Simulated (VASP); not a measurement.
A run of VASP 6.6.1:

Contents of POSCAR:

```
Si
1.0
    0.0000000000      2.7221053415      2.7221053415
    2.7221053415      0.0000000000      2.7221053415
    2.7221053415      2.7221053415      0.0000000000
Si
2
Direct
    0.5213808979      0.5111808634      0.5147369126
    0.7286191021      0.7388191366      0.7352630874
```

File INCAR.step1:

```
  PREC = Accurate
  ENCUT = 520
  ISMEAR = 0
  SIGMA = 0.05
  LREAL = False
  LASPH = True
  NELM = 60
  NBANDS = 11
  GGA = PE
  ALGO = Normal
  EDIFF = 1E-4
  LWAVE = True
  LCHARG = False
```

The input INCAR.step2:

```
  PREC = Accurate
  ENCUT = 520
  EDIFF = 1E-7
  ISMEAR = 0
  SIGMA = 0.05
  LREAL = False
  LASPH = True
  NELM = 60
  ALGO = Normal
  ISIF = 2
  LWAVE = False
  LCHARG = False
  METAGGA = R2SCAN
  LMIXTAU = True
  NBANDS = 11
  ISTART = 1
```

The input KPOINTS:

```
Automatic mesh
0
Gamma
  8 8 8
```

Potentials or basis: VASP PAW PBE potentials, release 64 (Si).

Launch:

```console
$ cat potpaw_PBE.64/Si/POTCAR > POTCAR
$ cp INCAR.step1 INCAR
$ mpirun -np 1 vasp_std > vasp.out
$ cp INCAR.step2 INCAR
$ mpirun -np 1 vasp_std > vasp.out
```

Hardware: 1 thread of AMD EPYC 7R13, on a shared host.

Question: How long does it take, and how much memory?

Answer: Wall time 16 min on 1 thread of AMD EPYC 7R13, with other jobs on the host, peak memory 0.2 GiB. Counts: k points 260.
